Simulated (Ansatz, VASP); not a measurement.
One calculation of Bi, two programs

```
Bi
1.0
    -4.25748    4.25748    1.31612
     4.25748   -4.25748    1.31612
     4.25748    4.25748   -1.31612
Bi
1
Direct
  0.00000 0.00000 0.00000
```

Change from the starting cell: strain +0.000 along x and y, -0.080 along z, atoms carried along.

Alike in both runs: task single point; functional PBE; dispersion D3(BJ); k mesh 10 × 10 × 10; occupations gaussian, width 0.05 eV; no spin polarisation.

```csv
,VASP,Ansatz
version,VASP 6.6.1,Ansatz 0.2.0
potentials or method,"VASP PAW PBE potentials, release 64 (Bi_d), cutoff 520 eV","scalar-relativistic, plane waves, PAW"
valence electrons in the cell,15,15
```

|  | VASP | Ansatz | Ansatz less VASP |
| --- | --- | --- | --- |
| gap on the k mesh at the Fermi level (eV) | none | none | - |
| pressure (GPa) | 2.8 | 2.9 | +0.05 |
| traceless stress, the component that is largest in VASP (GPa) | 6.79 | 6.85 | +0.062 |

A gap of «none» marks a metal or a gap that the smearing closes.

Neither program's run includes spin-orbit coupling.
